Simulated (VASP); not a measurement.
Runs of VASP 6.6.1 on Se. The structure is that of space group I4_1/amd (No. 141), or close to it. The cells are those of the table. 

```tsv
task	cell	k mesh	cutoff (eV)	gap on the mesh (eV)	pressure (GPa)
single point	a = 5.900 Å, angles 101.0, 101.0, 128.2°, 6 atoms	10 × 10 × 10	520	none	(a)
single point	a = 5.901 Å, angles 100.7, 100.7, 128.8°, 6 atoms	6 × 6 × 6	520	none	0.3
single point	a = 5.011 Å, angles 101.1, 101.1, 127.8°, 6 atoms	6 × 6 × 6	520	none	84.0
relaxation of cell and atoms	relaxed from a = 5.011 Å, angles 101.1, 101.1, 127.8°, 6 atoms	6 × 6 × 6	600	none	0.1
```

Alike in all rows: level PBE; potentials or basis VASP PAW PBE potentials, release 64 (Se); no spin polarisation; smearing gaussian 0.1 eV.

Task: Estimate the missing entries.

Result: (a) 0.0.

A k mesh can miss the band edges, and the runs leave out spin-orbit coupling on Se.

A gap of «none» marks levels without a gap at the run's occupations.
